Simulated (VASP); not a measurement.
# Cs4ErTe: single point with PBE

Cs4ErTe:

```
Cs Er Te
1.0
     0.00000    6.78956    6.78956
     6.78956    0.00000    6.78956
     6.78956    6.78956    0.00000
Cs Er Te
4 1 1
Cartesian
  8.2552 8.2552 8.2552
  5.3239 5.3239 8.2552
  5.3239 8.2552 5.3239
  8.2552 5.3239 5.3239
  3.3948 3.3948 3.3948
  10.1843 10.1843 10.1843
```

The cell was built from a structure type or drawn by symmetry, and may not be a known phase.

```yaml
Program: VASP 6.6.1
Task: single point
Functional: PBE
Potentials_or_basis: VASP PAW PBE potentials, release 64 (Cs_sv, Er_3, Te), 4f in core
Cutoff: 500 eV
k_mesh: 3 × 3 × 3
Occupations: gaussian, width 0.2 eV
Spin: no spin polarisation
Dipole_correction: no
Mended: yes
Further_INCAR_settings: ALGO = Normal; EDIFF = 1e-06; NBANDS = 34
```

```
Pressure               : 0.5 GPa
Largest force          : 0.033 eV/Å
Band gap on the k mesh : zero (an odd number of electrons rules out a gap without spin polarisation)
```

Forces in eV/Å, atoms in the order of the input:
```
Cs   0.019  0.019  0.019
Cs  -0.019 -0.019  0.019
Cs  -0.019  0.019 -0.019
Cs   0.019 -0.019 -0.019
Er   0.000  0.000  0.000
Te   0.000  0.000  0.000
```

Levels at points of the mesh, in eV from the Fermi level:
| k point | band 21 | band 22 | band 23 | band 24 | band 25 | band 26 | band 27 | band 28 | band 29 | band 30 |
| --- | --- | --- | --- | --- | --- | --- | --- | --- | --- | --- |
| (0.00, 0.00, 0.00) | -2.27 | -1.85 | -1.85 | -1.85 | 0.15 | 0.15 | 0.15 | 0.32 | 0.32 | 0.44 |

It took 120 s on 1 thread of Intel(R) Xeon(R) 6975P-C (Granite Rapids), with other jobs on the host, peak memory 0.7 GiB.

Caveat: spin-orbit coupling is left out, which moves the levels of the heavy elements; the 4f electrons are frozen in the core, so they carry no moment and show no levels. Spin polarisation is off, so any magnetic state and its effect on volume and gap are missing.
